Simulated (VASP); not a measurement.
# Mg2Si (m.bgw) (Fm-3m) in VASP: single point with PBE

Aim: the single point of Mg2Si (m.bgw) with PBE.

Program: VASP 6.6.1. These are calculated values, not measurements. Logs are shortened: lines on timing, memory, paths and dates and some standing lists are left out, and cuts for length are marked.

**1. The cell of the first run**

Symmetry: Fm-3m, No. 225, cubic system. The conventional cell has a = 6.365 Å, b = 6.365 Å, c = 6.365 Å, α = 90.00°, β = 90.00°, γ = 90.00°. Within 3.6 Å of Si (site symmetry m-3m) lie 8 Mg at 2.76 Å. Within 3.6 Å of Mg (site symmetry -43m) lie 4 Si at 2.76 Å and 6 Mg at 3.18 Å.

**2. Single point, PBE**

INCAR reads:

```
  PREC = Accurate
  ENCUT = 600
  EDIFF = 1E-6
  ISMEAR = 0
  SIGMA = 0.01
  LREAL = F
  LASPH = T
  NELM = 120
  ALGO = Normal
  ISIF = 2
  LWAVE = F
  LCHARG = F
  GGA = PE
  NBANDS = 11
  GGA_COMPAT = F
```

KPOINTS reads:

```
Automatic mesh
0
Gamma
  4 4 4
```

POSCAR reads:

```
Mg2Si
1.0
    0.0000000000      3.1822961174      3.1822961174
    3.1822961174      0.0000000000      3.1822961174
    3.1822961174      3.1822961174      0.0000000000
Si Mg
1 2
Direct
    0.0000000000      0.0000000000      0.0000000000
    0.2500000000      0.2500000000      0.2500000000
    0.7500000000      0.7500000000      0.7500000000
```

Potentials or basis: VASP PAW PBE potentials, release 64 (Si, Mg).

On the command line:

```sh
cat potpaw_PBE.64/Si/POTCAR potpaw_PBE.64/Mg/POTCAR > POTCAR
mpirun -np 1 vasp_std > vasp.out
```

OUTCAR:

```text
PREC = Accurate
   ENCUT = 600
   EDIFF = 1E-6
   ISMEAR = 0
   LREAL = F
   LASPH = T
   NELM = 120
   ISIF = 2
   GGA = PE

 ion  position               nearest neighbor table
   1  0.000  0.000  0.000-   3 2.76   3 2.76   3 2.76   2 2.76   3 2.76   2 2.76   2 2.76   2 2.76

   2  0.250  0.250  0.250-   1 2.76   1 2.76   1 2.76   1 2.76   3 3.18   3 3.18   3 3.18   3 3.18
                             3 3.18   3 3.18
   3  0.750  0.750  0.750-   1 2.76   1 2.76   1 2.76   1 2.76   2 3.18   2 3.18   2 3.18   2 3.18
                             2 3.18   2 3.18

  LATTYP: Found a face centered cubic cell.
 ALAT       =     6.3645922348

  Lattice vectors:

 A1 = (   0.0000000000,   3.1822961174,   3.1822961174)
 A2 = (   3.1822961174,   0.0000000000,   3.1822961174)
 A3 = (   3.1822961174,   3.1822961174,   0.0000000000)

Analysis of symmetry for initial positions (statically):
=====================================================================
 Subroutine PRICEL returns:
 Original cell was already a primitive cell.

 Routine SETGRP: Setting up the symmetry group for a
 face centered cubic supercell.

 Subroutine GETGRP returns: Found 48 space group operations
 (whereof 48 operations were pure point group operations)
 out of a pool of 48 trial point group operations.

The static configuration has the point symmetry O_h .

Analysis of symmetry for dynamics (positions and initial velocities):
=====================================================================
 Subroutine PRICEL returns:
 Original cell was already a primitive cell.

 Routine SETGRP: Setting up the symmetry group for a
 face centered cubic supercell.

 Subroutine GETGRP returns: Found 48 space group operations
 (whereof 48 operations were pure point group operations)
 out of a pool of 48 trial point group operations.

The dynamic configuration has the point symmetry O_h .

 Subroutine INISYM returns: Found 48 space group operations
 (whereof 48 operations are pure point group operations),
 and found     1 'primitive' translations

----------------------------------------------------------------------------------------

                                     Primitive cell

  volume of cell :      64.4543

  direct lattice vectors                    reciprocal lattice vectors
     0.000000000  3.182296117  3.182296117    -0.157119257  0.157119257  0.157119257
     3.182296117  0.000000000  3.182296117     0.157119257 -0.157119257  0.157119257
     3.182296117  3.182296117  0.000000000     0.157119257  0.157119257 -0.157119257

  length of vectors
     4.500446329  4.500446329  4.500446329     0.272138535  0.272138535  0.272138535

  position of ions in fractional coordinates (direct lattice)
     0.000000000  0.000000000  0.000000000
     0.250000000  0.250000000  0.250000000
     0.750000000  0.750000000  0.750000000

  ion indices of the primitive-cell ions
   primitive index   ion index
                 1           1
                 2           2
                 3           3

----------------------------------------------------------------------------------------

 KPOINTS: Automatic mesh

Automatic generation of k-mesh.
 Grid dimensions read from file:
 generate k-points for:    4    4    4

 Generating k-lattice:

  Cartesian coordinates                     Fractional coordinates (reciprocal lattice)
    -0.039279814  0.039279814  0.039279814     0.250000000  0.000000000  0.000000000
     0.039279814 -0.039279814  0.039279814     0.000000000  0.250000000  0.000000000
     0.039279814  0.039279814 -0.039279814     0.000000000  0.000000000  0.250000000

  Length of vectors
     0.068034634  0.068034634  0.068034634

  Shift w.r.t. Gamma in fractional coordinates (k-lattice)
     0.000000000  0.000000000  0.000000000

 Subroutine IBZKPT returns following result:
 ===========================================

 Found      8 irreducible k-points:

 Following reciprocal coordinates:
            Coordinates               Weight
  0.000000  0.000000  0.000000      1.000000
  0.250000  0.000000  0.000000      8.000000
  0.500000  0.000000  0.000000      4.000000
  0.250000  0.250000  0.000000      6.000000
  0.500000  0.250000  0.000000     24.000000
 -0.250000  0.250000  0.000000     12.000000
  0.500000  0.500000  0.000000      3.000000
 -0.250000  0.500000  0.250000      6.000000
   k-points           NKPTS =      8   k-points in BZ     NKDIM =      8   number of bands    NBANDS=     11
   number of dos      NEDOS =    301   number of ions     NIONS =      3
   total plane-waves  NPLWV =  46656
   dimension x,y,z NGX =    36 NGY =   36 NGZ =   36
   dimension x,y,z NGXF=    72 NGYF=   72 NGZF=   72
   ions per type =               1   2
   NGX,Y,Z   is equivalent  to a cutoff of  13.30, 13.30, 13.30 a.u.
   NGXF,Y,Z  is equivalent  to a cutoff of  26.60, 26.60, 26.60 a.u.
 SYSTEM =  unknown system
   PREC   = accura    normal or accurate (medium, high low for compatibility)
   ISTART =      0    job   : 0-new  1-cont  2-samecut
   ICHARG =      2    charge: 1-file 2-atom 10-const
   ISPIN  =      1    spin polarized calculation?
   LNONCOLLINEAR =      F non collinear calculations
   LSORBIT =      F    spin-orbit coupling
   LASPH  =      T    aspherical Exc in radial PAW
   ENCUT  =  600.0 eV  44.10 Ry    6.64 a.u.   8.99  8.99  8.99*2*pi/ulx,y,z
   NELM   =    120;   NELMIN=  2; NELMDL= -5     # of ELM steps
   EDIFF  = 0.1E-05   stopping-criterion for ELM
   LREAL  =      F    real-space projection
   EDIFFG = 0.1E-04   stopping-criterion for IOM
   NSW    =      0    number of steps for IOM
   IBRION =     -1    ionic relax: 0-MD 1-quasi-New 2-CG
   NFREE  =      0    steps in history (QN), initial steepest desc. (CG)
   ISIF   =      2    stress and relaxation
   ISYM   =      2    0-nonsym 1-usesym 2-fastsym
   POTIM  = 0.5000    time-step for ionic-motion
   TEBEG  =    0.0;   TEEND  =   0.0 temperature during run
   PSTRESS=    0.0 pullay stress
   NELECT =       8.0000    total number of electrons
   NUPDOWN=      -1.0000    fix difference up-down
   EMIN   =  10.00;   EMAX   =-10.00  energy-range for DOS
   EFERMI =   0.00;   METHOD = LEGACY
   ISMEAR =     0;   SIGMA  =   0.01  broadening in eV -4-tet -1-fermi 0-gaus
   EFERMI_NEDOS =   21; number of points for ismear=-14 and -15
   IALGO  =     38    algorithm
   IMIX   =      4    mixing-type and parameters
     AMIX     =   0.40;   BMIX     =  1.00
     AMIX_MAG =   1.60;   BMIX_MAG =  1.00
  volume/ion in A,a.u.               =      21.48       144.99
  Fermi-wavevector in a.u.,A,eV,Ry     =   0.816622  1.543191  9.073330  0.666871
  Thomas-Fermi vector in A             =   1.926923
   LORBIT       =      0    0 simple, 1 ext, 2 COOP (PROOUT), +10 PAW based schemes
   GGA     = PE    functional components
   LHFCALC =     F    Hartree Fock is set to
   AEXX    =    0.0000 exact exchange contribution
   IVDW    =     0    specifies the selected vdW correction
   LEPSILON=     F    determine dielectric tensor
   LRPA    =     F    only Hartree local field effects (RPA)
 non-spin polarized calculation
 Gauss-broadening in eV      SIGMA  =   0.01
  energy-cutoff  :      600.00
  volume of cell :       64.45
 maximum number of plane-waves:      2180
   NGX = 17   NGY = 17   NGZ = 17

 number of electron       8.0000000 magnetization

 Free energy of the ion-electron system (eV)
  ---------------------------------------------------
  ext. energy  EPLUGINS =         0.00000000
  ---------------------------------------------------
  free energy    TOTEN  =        -8.75593865 eV

  energy without entropy =       -8.75593865  energy(sigma->0) =       -8.75593865

 E-fermi :   3.6690     XC(G=0):  -8.7541

 val. band max:        3.6057126741   @ k =   0.0000   0.0000   0.0000
 cond. band min:       3.7834228095   @ k =   0.5000   0.5000   0.0000
 fundamental gap:      0.1777101354
 Fermi energy:         3.6689532828

 k-point     1 :       0.0000    0.0000    0.0000
  band No.  band energies     occupation
      1      -5.4867      2.00000
      2       3.6057      2.00000
      3       3.6057      2.00000
      4       3.6057      2.00000
      5       5.4384      0.00000
      6       6.1261      0.00000
      7       6.1261      0.00000
      8       6.1261      0.00000
      9       9.2088      0.00000
     10       9.2088      0.00000
     11       9.9690      0.00000

 k-point     2 :       0.2500    0.0000    0.0000
  band No.  band energies     occupation
      1      -4.9482      2.00000
      2       0.8105      2.00000
      3       3.1712      2.00000
      4       3.1712      2.00000
      5       5.2150      0.00000
      6       6.5787      0.00000
      7       6.5787      0.00000
      8       8.4010      0.00000
      9       8.5984      0.00000
     10       8.5984      0.00000
     11       9.7205      0.00000

 k-point     3 :       0.5000    0.0000    0.0000
  band No.  band energies     occupation
      1      -4.0606      2.00000
      2      -1.1595      2.00000
      3       2.9004      2.00000
      4       2.9004      2.00000
      5       4.8148      0.00000
      6       6.1159      0.00000
      7       6.1159      0.00000
      8       8.5652      0.00000
      9      11.5570      0.00000
     10      11.5570      0.00000
     11      11.7463      0.00000

 k-point     4 :       0.2500    0.2500    0.0000
  band No.  band energies     occupation
      1      -4.7642      2.00000
      2       1.1821      2.00000
      3       2.3452      2.00000
      4       2.3452      2.00000
      5       4.7712      0.00000
      6       5.3581      0.00000
      7       8.3576      0.00000
      8       8.3576      0.00000
      9       8.9526      0.00000
     10      10.1116      0.00000
     11      12.3040      0.00000

 k-point     5 :       0.5000    0.2500    0.0000
  band No.  band energies     occupation
      1      -3.8526      2.00000
      2      -0.4978      2.00000
      3       1.0086      2.00000
      4       2.1359      2.00000
      5       4.5631      0.00000
      6       6.7232      0.00000
      7       8.0470      0.00000
      8       8.0881      0.00000
      9      11.0783      0.00000
     10      11.4071      0.00000
     11      12.5274      0.00000

 k-point     6 :      -0.2500    0.2500    0.0000
  band No.  band energies     occupation
      1      -4.1883      2.00000
      2       0.0177      2.00000
      3       0.7954      2.00000
      4       2.7959      2.00000
      5       5.3662      0.00000
      6       7.6540      0.00000
      7       7.7080      0.00000
      8       7.7438      0.00000
      9       7.7748      0.00000
     10      11.1712      0.00000
     11      12.3176      0.00000

 k-point     7 :       0.5000    0.5000    0.0000
  band No.  band energies     occupation
      1      -3.5017      2.00000
      2      -0.8360      2.00000
      3       1.6543      2.00000
      4       1.6543      2.00000
      5       3.7834      0.00000
      6       3.9633      0.00000
      7      11.4767      0.00000
      8      11.4767      0.00000
      9      11.9507      0.00000
     10      11.9507      0.00000
     11      12.3805      0.00000

 k-point     8 :      -0.2500    0.5000    0.2500
  band No.  band energies     occupation
      1      -3.4532      2.00000
      2      -0.0046      2.00000
      3      -0.0046      2.00000
      4       0.9403      2.00000
      5       6.2550      0.00000
      6       7.1212      0.00000
      7       7.1212      0.00000
      8       7.4586      0.00000
      9      11.9943      0.00000
     10      11.9943      0.00000
     11      12.0132      0.00000

------------------------ aborting loop because EDIFF is reached ----------------------------------------

  FORCE on cell =-STRESS in cart. coord.  units (eV):
  Direction    XX          YY          ZZ          XY          YZ          ZX
  --------------------------------------------------------------------------------------
  -------------------------------------------------------------------------------------
  Total       -0.0612989     -0.0612989     -0.0612989      0.0000000      0.0000000     -0.0000000
  in kB       -1.5237421     -1.5237421     -1.5237421      0.0000000      0.0000000     -0.0000000
  external PRESSURE =      -1.5237421 kB  Pullay stress =       0.0000000 kB

 VOLUME and BASIS-vectors are now :
 -----------------------------------------------------------------------------
  energy-cutoff  :      600.00
  volume of cell :       64.45
      direct lattice vectors                 reciprocal lattice vectors
     0.000000000  3.182296117  3.182296117    -0.157119257  0.157119257  0.157119257
     3.182296117  0.000000000  3.182296117     0.157119257 -0.157119257  0.157119257
     3.182296117  3.182296117  0.000000000     0.157119257  0.157119257 -0.157119257

 POSITION                                       TOTAL-FORCE (eV/Angst)
 -----------------------------------------------------------------------------------
      0.00000      0.00000      0.00000         0.000000      0.000000     -0.000000
      1.59115      1.59115      1.59115        -0.000000     -0.000000     -0.000000
      4.77344      4.77344      4.77344         0.000000      0.000000      0.000000
 -----------------------------------------------------------------------------------
    total drift:                               -0.000000     -0.000000     -0.000000

  FREE ENERGIE OF THE ION-ELECTRON SYSTEM (eV)
  ---------------------------------------------------
  free  energy   TOTEN  =        -8.7559386495 eV

  energy  without entropy=       -8.7559386495  energy(sigma->0) =       -8.75593865
```

Wall time 6.5 s (1 thread of AMD EPYC 9R45 (Zen 5), shared host); peak memory 0.17 GiB.

What came out:

```
Free energy            : -8.7559 eV
Pressure               : -0.2 GPa
Band gap on the k mesh : 0.18 eV, indirect (least direct gap 1.83 eV)
```

Caveat: the k points lie up to 0.43 Å⁻¹ apart. A k mesh can miss the band edges.
